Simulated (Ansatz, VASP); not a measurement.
**BaTiO3: VASP beside Ansatz**

POSCAR

```
BaTiO3
1.0
    3.9041404363      0.0000000000      0.0000000000
    0.0000000000      2.7789878318      2.7870694172
    0.0000000000     -2.7789878318      2.7870694172
Ba Ti O
1 1 3
Direct
    0.0000000000      0.0000000000      0.0000000000
    0.5000000000      0.5124000000      0.5124000000
    0.0000000000      0.4874000000      0.4874000000
    0.5000000000      0.5052400000      0.9918400000
    0.5000000000      0.9918400000      0.5052400000
```

The input INCAR.step1:

```
SYSTEM = BaTiO3
ALGO = Normal ; EDIFF = 1E-4
ENCUT = 520 ; GGA = PE
ISMEAR = 0 ; LASPH = .True.
LCHARG = .False. ; LREAL = .False.
LWAVE = .True. ; NBANDS = 28
NELM = 60 ; PREC = Accurate
SIGMA = 0.01
```

File INCAR.step2:

```
SYSTEM = BaTiO3
ALGO = Normal ; EDIFF = 1E-6
ENCUT = 520 ; ISIF = 2
ISMEAR = 0 ; ISTART = 1
LASPH = .True. ; LCHARG = .False.
LMIXTAU = .True. ; LREAL = .False.
LWAVE = .False. ; METAGGA = R2SCAN
NBANDS = 28 ; NELM = 60
PREC = Accurate ; SIGMA = 0.01
```

KPOINTS

```
k-points
0
Gamma
  6 6 6
  0 0 0
```

Input for Ansatz:

```yaml
crystal:
  lattice:
    - [3.9041404362858705, 0.0, 0.0]
    - [0.0, 2.7789878318151766, 2.78706941721208]
    - [0.0, -2.7789878318151766, 2.78706941721208]
  atoms:
    - { symbol: Ba, position: [0.0, 0.0, 0.0] }
    - { symbol: Ti, position: [0.5, 0.5124, 0.5124] }
    - { symbol: O, position: [0.0, 0.4874, 0.4874] }
    - { symbol: O, position: [0.5, 0.50524, 0.99184] }
    - { symbol: O, position: [0.5, 0.99184, 0.50524] }
basis:
  ecutwfc: 544.22772491976
kpoints:
  mp_grid:
    grid: [6, 6, 6]
hamiltonian:
  xc: r2scan
  pseudopotentials:
    kind: paw
scf:
  occupations:
    method: fixed
output:
  stress: true
```

Alike in both runs: task single point; functional r2SCAN; k mesh 6 × 6 × 6; no spin polarisation.

|  | VASP | Ansatz |
| --- | --- | --- |
| version | VASP 6.6.1 | Ansatz 0.2.0 |
| potentials or method | VASP PAW PBE potentials, release 64 (Ba_sv, Ti_sv, O), cutoff 520 eV | plane waves, PAW |
| occupations | gaussian, width 0.01 eV | fixed |
| valence electrons in the cell | 40 | 40 |

VASP gave:

* pressure (GPa): 14.0
* traceless stress, the component that is largest in VASP (GPa): -0.48

Which values does Ansatz return?

Pressure (GPa): 11.5; traceless stress, the component that is largest in VASP (GPa): -0.48.

VASP's potentials were made for PBE, not for r2SCAN.

Neither program's run includes spin-orbit coupling.
